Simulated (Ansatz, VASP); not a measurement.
## Two plane-wave programs on Re

The input INCAR:

```
PREC = Accurate
ENCUT = 560
EDIFF = 1E-6
ISMEAR = 0
SIGMA = 0.15
LREAL = F
LASPH = T
NELM = 120
ALGO = Normal
ISIF = 2
LWAVE = F
LCHARG = T
GGA = PE
LELF = T
LVHAR = T
NBANDS = 14
GGA_COMPAT = F
```

The input KPOINTS:

```
Automatic mesh
0
Gamma
  10 10 10
```

Contents of POSCAR:

```
Re
1.0
    0.0000000000      2.2338155946      1.4796794498
    2.2338155946      0.0000000000      1.4796794498
    2.2338155946      2.2338155946      0.0000000000
Re
1
Direct
    0.0000000000      0.0000000000      0.0000000000
```

Input for Ansatz:

```yaml
crystal:
  lattice:
    - [0.0, 2.2338155946, 1.4796794498]
    - [2.2338155946, 0.0, 1.4796794498]
    - [2.2338155946, 2.2338155946, 0.0]
  atoms:
    - { symbol: Re, position: [0.0, 0.0, 0.0] }
basis:
  ecutwfc: 420
kpoints:
  mp_grid: { grid: [10, 10, 10] }
hamiltonian:
  xc: pbe
scf:
  occupations: { method: gaussian, width: 0.15 }
output:
  forces: true
  stress: true
  eigenvalues: true
```

Alike in both runs: task single point; functional PBE; k mesh 10 × 10 × 10; occupations gaussian, width 0.15 eV; no spin polarisation.

|  | VASP | Ansatz |
| --- | --- | --- |
| version | VASP 6.6.1 | Ansatz 0.2.0 |
| potentials or method | VASP PAW PBE potentials, release 64 (Re_sv_GW), cutoff 560 eV | scalar-relativistic, plane waves, PAW |
| valence electrons in the cell | 15 | 15 |

```csv
,VASP,Ansatz,Ansatz less VASP
gap on the k mesh at the Fermi level (eV),none,none,-
pressure (GPa),6.8,8.3,+1.49
"traceless stress, the component that is largest in VASP (GPa)",0.77,0.77,+0.004
```

A gap of «none» marks a metal or a gap that the smearing closes. With one functional, cell and mesh, what is left measures potentials, basis and numerics.

Neither program's run includes spin-orbit coupling.
